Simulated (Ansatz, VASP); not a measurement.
# As in VASP and in Ansatz

File INCAR:

```
SYSTEM = As
PREC = Accurate
ENCUT = 520
EDIFF = 1E-6
ISMEAR = -1
SIGMA = 0.05
LREAL = .FALSE.
LASPH = .TRUE.
NELM = 100
ALGO = Normal
ISIF = 2
LWAVE = .FALSE.
LCHARG = .FALSE.
GGA = PE
NBANDS = 8
```

File KPOINTS:

```
regular mesh
0
G
  16 16 16
  0 0 0
```

File POSCAR:

```
As
1.0
   -1.5951823033      1.5951823033      1.5951823033
    1.5951823033     -1.5951823033      1.5951823033
    1.5951823033      1.5951823033     -1.5951823033
As
1
Direct
    0.0000000000      0.0000000000      0.0000000000
```

Input for Ansatz:

```yaml
crystal:
  lattice:
    - [-1.5951823033, 1.5951823033, 1.5951823033]
    - [1.5951823033, -1.5951823033, 1.5951823033]
    - [1.5951823033, 1.5951823033, -1.5951823033]
  atoms:
    - { symbol: As, position: [0.0, 0.0, 0.0] }
kpoints:
  mp_grid: { grid: [16, 16, 16] }
scf:
  occupations: { method: fermi_dirac, width: 0.05 }
hamiltonian:
  xc: pbe
  pseudopotentials: { kind: all_electron, lapw: { basis_error: 0.001 } }
output:
  forces: true
  stress: true
  eigenvalues: true
  populations: true
```

Change from the starting cell: volume scaled by 0.85, LAPW.

Alike in both runs: task single point; functional PBE; k mesh 16 × 16 × 16; occupations fermi-dirac, width 0.05 eV; no spin polarisation.

|  | VASP | Ansatz |
| --- | --- | --- |
| version | VASP 6.6.1 | Ansatz 0.2.0 |
| potentials or method | VASP PAW PBE potentials, release 64 (As), cutoff 520 eV | all-electron LAPW, scalar-relativistic |

```tsv
	VASP	Ansatz	Ansatz less VASP
pressure (GPa)	18.5	18.2	-0.30
```

Ansatz ran all-electron here, and VASP with PAW potentials.
